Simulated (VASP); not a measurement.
# BeS (F-43m) in VASP: notebook, part 2 of 2

VASP 6.6.1. Earlier steps stand in the parts before.

## 5. Single point, PBE (volume scaled by 0.88)

File INCAR:

```
SYSTEM = BeS
  ALGO = Normal
  EDIFF = 1E-7
  ENCUT = 520
  GGA = PE
  ISIF = 2
  ISMEAR = 0
  LASPH = .True.
  LCHARG = .False.
  LREAL = .False.
  LWAVE = .False.
  NBANDS = 11
  NELM = 100
  PREC = Accurate
  SIGMA = 0.02
```

File KPOINTS:

```
k-points
0
Gamma
  8 8 8
  0 0 0
```

File POSCAR:

```
BeS
1.0
    0.0000000000      2.3364544459      2.3364544459
    2.3364544459      0.0000000000      2.3364544459
    2.3364544459      2.3364544459      0.0000000000
Be S
1 1
Direct
    0.7500000000      0.7500000000      0.7500000000
    0.0000000000      0.0000000000      0.0000000000
```

Potentials or basis: VASP PAW PBE potentials, release 64 (Be, S).

Run with:

```console
$ cat potpaw_PBE.64/Be/POTCAR potpaw_PBE.64/S/POTCAR > POTCAR
$ mpirun -np 1 vasp_std > vasp.out
```

OUTCAR:

```text
SYSTEM = BeS
   EDIFF = 1E-7
   ENCUT = 520
   GGA = PE
   ISIF = 2
   ISMEAR = 0
   LASPH = .True.
   LREAL = .False.
   NELM = 100
   PREC = Accurate

 ion  position               nearest neighbor table
   1  0.750  0.750  0.750-   2 2.02   2 2.02   2 2.02   2 2.02
   2  0.000  0.000  0.000-   1 2.02   1 2.02   1 2.02   1 2.02

  LATTYP: Found a face centered cubic cell.
 ALAT       =     4.6729088918

  Lattice vectors:

 A1 = (   0.0000000000,   2.3364544459,   2.3364544459)
 A2 = (   2.3364544459,   0.0000000000,   2.3364544459)
 A3 = (   2.3364544459,   2.3364544459,   0.0000000000)

Analysis of symmetry for initial positions (statically):
=====================================================================
 Subroutine PRICEL returns:
 Original cell was already a primitive cell.

 Routine SETGRP: Setting up the symmetry group for a
 face centered cubic supercell.

 Subroutine GETGRP returns: Found 24 space group operations
 (whereof 24 operations were pure point group operations)
 out of a pool of 48 trial point group operations.

The static configuration has the point symmetry T_d .

Analysis of symmetry for dynamics (positions and initial velocities):
=====================================================================
 Subroutine PRICEL returns:
 Original cell was already a primitive cell.

 Routine SETGRP: Setting up the symmetry group for a
 face centered cubic supercell.

 Subroutine GETGRP returns: Found 24 space group operations
 (whereof 24 operations were pure point group operations)
 out of a pool of 48 trial point group operations.

The dynamic configuration has the point symmetry T_d .

 Subroutine INISYM returns: Found 24 space group operations
 (whereof 24 operations are pure point group operations),
 and found     1 'primitive' translations

----------------------------------------------------------------------------------------

                                     Primitive cell

  volume of cell :      25.5095

  direct lattice vectors                    reciprocal lattice vectors
     0.000000000  2.336454446  2.336454446    -0.213999464  0.213999464  0.213999464
     2.336454446  0.000000000  2.336454446     0.213999464 -0.213999464  0.213999464
     2.336454446  2.336454446  0.000000000     0.213999464  0.213999464 -0.213999464

  length of vectors
     3.304245565  3.304245565  3.304245565     0.370657945  0.370657945  0.370657945

  position of ions in fractional coordinates (direct lattice)
     0.750000000  0.750000000  0.750000000
     0.000000000  0.000000000  0.000000000

  ion indices of the primitive-cell ions
   primitive index   ion index
                 1           1
                 2           2

----------------------------------------------------------------------------------------

 KPOINTS: k-points

Automatic generation of k-mesh.
 Grid dimensions read from file:
 generate k-points for:    8    8    8

 Generating k-lattice:

  Cartesian coordinates                     Fractional coordinates (reciprocal lattice)
    -0.026749933  0.026749933  0.026749933     0.125000000  0.000000000  0.000000000
     0.026749933 -0.026749933  0.026749933     0.000000000  0.125000000  0.000000000
     0.026749933  0.026749933 -0.026749933     0.000000000  0.000000000  0.125000000

  Length of vectors
     0.046332243  0.046332243  0.046332243

  Shift w.r.t. Gamma in fractional coordinates (k-lattice)
     0.000000000  0.000000000  0.000000000

 Subroutine IBZKPT returns following result:
 ===========================================

 Found     29 irreducible k-points:

 Following reciprocal coordinates:
            Coordinates               Weight
  0.000000  0.000000  0.000000      1.000000
  0.125000  0.000000  0.000000      8.000000
  0.250000  0.000000  0.000000      8.000000
  0.375000  0.000000  0.000000      8.000000
  0.500000  0.000000  0.000000      4.000000
  0.125000  0.125000  0.000000      6.000000
[... 16 lines left out ...]
  0.500000  0.250000  0.125000     48.000000
 -0.375000  0.250000  0.125000     24.000000
 [... further k-points ...]
   k-points           NKPTS =     29   k-points in BZ     NKDIM =     29   number of bands    NBANDS=     11
   number of dos      NEDOS =    301   number of ions     NIONS =      2
   total plane-waves  NPLWV =  21952
   dimension x,y,z NGX =    28 NGY =   28 NGZ =   28
   dimension x,y,z NGXF=    56 NGYF=   56 NGZF=   56
   ions per type =               1   1
   NGX,Y,Z   is equivalent  to a cutoff of  14.09, 14.09, 14.09 a.u.
   NGXF,Y,Z  is equivalent  to a cutoff of  28.18, 28.18, 28.18 a.u.
 SYSTEM =  BeS
   PREC   = accura    normal or accurate (medium, high low for compatibility)
   ISTART =      0    job   : 0-new  1-cont  2-samecut
   ICHARG =      2    charge: 1-file 2-atom 10-const
   ISPIN  =      1    spin polarized calculation?
   LNONCOLLINEAR =      F non collinear calculations
   LSORBIT =      F    spin-orbit coupling
   LASPH  =      T    aspherical Exc in radial PAW
   ENCUT  =  520.0 eV  38.22 Ry    6.18 a.u.   6.14  6.14  6.14*2*pi/ulx,y,z
   NELM   =    100;   NELMIN=  2; NELMDL= -5     # of ELM steps
   EDIFF  = 0.1E-06   stopping-criterion for ELM
   LREAL  =      F    real-space projection
   EDIFFG = 0.1E-05   stopping-criterion for IOM
   NSW    =      0    number of steps for IOM
   IBRION =     -1    ionic relax: 0-MD 1-quasi-New 2-CG
   NFREE  =      0    steps in history (QN), initial steepest desc. (CG)
   ISIF   =      2    stress and relaxation
   ISYM   =      2    0-nonsym 1-usesym 2-fastsym
   POTIM  = 0.5000    time-step for ionic-motion
   TEBEG  =    0.0;   TEEND  =   0.0 temperature during run
   PSTRESS=    0.0 pullay stress
   NELECT =       8.0000    total number of electrons
   NUPDOWN=      -1.0000    fix difference up-down
   EMIN   =  10.00;   EMAX   =-10.00  energy-range for DOS
   EFERMI =   0.00;   METHOD = LEGACY
   ISMEAR =     0;   SIGMA  =   0.02  broadening in eV -4-tet -1-fermi 0-gaus
   EFERMI_NEDOS =   21; number of points for ismear=-14 and -15
   IALGO  =     38    algorithm
   IMIX   =      4    mixing-type and parameters
     AMIX     =   0.40;   BMIX     =  1.00
     AMIX_MAG =   1.60;   BMIX_MAG =  1.00
  volume/ion in A,a.u.               =      12.75        86.07
  Fermi-wavevector in a.u.,A,eV,Ry     =   1.112255  2.101856 16.831905  1.237110
  Thomas-Fermi vector in A             =   2.248827
   LORBIT       =      0    0 simple, 1 ext, 2 COOP (PROOUT), +10 PAW based schemes
   GGA     = PE    functional components
   LHFCALC =     F    Hartree Fock is set to
   AEXX    =    0.0000 exact exchange contribution
   IVDW    =     0    specifies the selected vdW correction
   LEPSILON=     F    determine dielectric tensor
   LRPA    =     F    only Hartree local field effects (RPA)
 non-spin polarized calculation
 Gauss-broadening in eV      SIGMA  =   0.02
  energy-cutoff  :      520.00
  volume of cell :       25.51
 maximum number of plane-waves:       701
 NGX is ok and might be reduce to    28
   NGX = 13   NGY = 13   NGZ = 13

 number of electron       7.9999999 magnetization

 Free energy of the ion-electron system (eV)
  ---------------------------------------------------
  ext. energy  EPLUGINS =         0.00000000
  ---------------------------------------------------
  free energy    TOTEN  =        -9.86437051 eV

  energy without entropy =       -9.86437051  energy(sigma->0) =       -9.86437051

 E-fermi :   5.5291     XC(G=0): -10.2001

 val. band max:        5.4002644476   @ k =   0.0000   0.0000   0.0000
 cond. band min:       8.2302043910   @ k =   0.5000   0.5000   0.0000
 fundamental gap:      2.8299399434
 Fermi energy:         5.5290812699

 k-point     1 :       0.0000    0.0000    0.0000
  band No.  band energies     occupation
      1      -9.0976      2.00000
      2       5.4003      2.00000
      3       5.4003      2.00000
      4       5.4003      2.00000
      5      10.9937      0.00000
      6      10.9937      0.00000
      7      10.9937      0.00000
      8      12.2741      0.00000
      9      18.4234      0.00000
     10      18.4234      0.00000
     11      21.1440      0.00000
[... 309 lines left out ...]
 k-point    24 :      -0.3750    0.2500    0.1250
  band No.  band energies     occupation
      1      -6.8254      2.00000
      2      -0.5600      2.00000
      3       2.2514      2.00000
      4       3.2480      2.00000
      5      11.4174      0.00000
      6      12.2397      0.00000
      7      15.0433      0.00000
      8      16.4187      0.00000
      9      17.3233      0.00000
     10      21.4062      0.00000
     11      22.3080      0.00000

 [... further k-points ...]
[... 5 lines left out ...]
  --------------------------------------------------------------------------------------
  -------------------------------------------------------------------------------------
  Total        2.4012194      2.4012194      2.4012194      0.0000000     -0.0000000     -0.0000000
  in kB      150.8135911    150.8135911    150.8135911      0.0000000     -0.0000000     -0.0000000
  external PRESSURE =     150.8135911 kB  Pullay stress =       0.0000000 kB

 VOLUME and BASIS-vectors are now :
 -----------------------------------------------------------------------------
  energy-cutoff  :      520.00
  volume of cell :       25.51
      direct lattice vectors                 reciprocal lattice vectors
     0.000000000  2.336454446  2.336454446    -0.213999464  0.213999464  0.213999464
     2.336454446  0.000000000  2.336454446     0.213999464 -0.213999464  0.213999464
     2.336454446  2.336454446  0.000000000     0.213999464  0.213999464 -0.213999464

 POSITION                                       TOTAL-FORCE (eV/Angst)
 -----------------------------------------------------------------------------------
      3.50468      3.50468      3.50468        -0.000000     -0.000000     -0.000000
      0.00000      0.00000      0.00000         0.000000      0.000000      0.000000
 -----------------------------------------------------------------------------------
    total drift:                               -0.000000     -0.000000     -0.000000

  FREE ENERGIE OF THE ION-ELECTRON SYSTEM (eV)
  ---------------------------------------------------
  free  energy   TOTEN  =        -9.8643705091 eV

  energy  without entropy=       -9.8643705091  energy(sigma->0) =       -9.86437051
```

Wall time 9.7 s (1 thread of Intel Xeon Platinum 8259CL at 2.50GHz (Skylake/Cascade Lake), shared host); peak memory 0.15 GiB.

What came out:

- Free energy: -9.8644 eV
- Pressure: 15.1 GPa
- Band gap on the k mesh: 2.83 eV, indirect (least direct gap 5.59 eV)

## 6. Single point, PBE

File INCAR:

```
PREC = Accurate ; ENCUT = 520
EDIFF = 1E-7 ; ISMEAR = 0
SIGMA = 0.02 ; LREAL = False
LASPH = True ; NELM = 100
ALGO = Normal ; ISIF = 2
LWAVE = False ; LCHARG = False
GGA = PE ; NBANDS = 11
```

File KPOINTS:

```
regular mesh
0
Gamma
  8 8 8
```

File POSCAR:

```
BeS
1.0
    0.0000000000      2.4381650070      2.4381650070
    2.4381650070      0.0000000000      2.4381650070
    2.4381650070      2.4381650070      0.0000000000
Be S
1 1
Direct
    0.7500000000      0.7500000000      0.7500000000
    0.0000000000      0.0000000000      0.0000000000
```

Potentials or basis: VASP PAW PBE potentials, release 64 (Be, S).

Run with:

```console
$ cat potpaw_PBE.64/Be/POTCAR potpaw_PBE.64/S/POTCAR > POTCAR
$ mpirun -np 1 vasp_std > vasp.out
```

Wall time 10 s (1 thread of Intel Xeon Platinum 8259CL at 2.50GHz (Skylake/Cascade Lake), shared host); peak memory 0.15 GiB.

The run converged. Its results:

```
Free energy            : -10.0133 eV
Pressure               : 0.0 GPa
Band gap on the k mesh : 3.15 eV, indirect (least direct gap 5.68 eV)
```

Levels at points of the mesh, in eV from the valence-band top:
```tsv
k point	band 1	band 2	band 3	band 4	band 5	band 6	band 7	band 8
(0.00, 0.00, 0.00)	-13.58	0.00	0.00	0.00	5.68	5.68	5.68	5.75
(0.50, 0.00, 0.00)	-12.02	-5.68	-1.01	-1.01	5.42	6.57	6.57	11.13
(0.50, 0.50, 0.00)	-11.49	-4.94	-2.59	-2.59	3.15	4.93	12.65	12.65
```

A k mesh can miss the band edges.

## 7. Summary

```csv
cell,k mesh,smearing,gap on the mesh (eV),pressure (GPa)
"a = 3.448 Å, angles 60.0°, 2 atoms",6 × 6 × 6,gaussian 0.1 eV,3.15,0.0
"a = 3.378 Å, angles 60.0°, 2 atoms",8 × 8 × 8,gaussian 0.02 eV,3.00,6.5
"a = 3.341 Å, angles 60.0°, 2 atoms",8 × 8 × 8,gaussian 0.02 eV,2.92,10.5
"a = 3.304 Å, angles 60.0°, 2 atoms",8 × 8 × 8,gaussian 0.02 eV,2.83,15.1
"a = 3.448 Å, angles 60.0°, 2 atoms",8 × 8 × 8,gaussian 0.02 eV,3.15,0.0
```

Alike in all rows: task single point; level PBE; potentials or basis VASP PAW PBE potentials, release 64 (Be, S); no spin polarisation; cutoff (eV) 520.

Absolute energies hang on the potentials; compare differences alone.
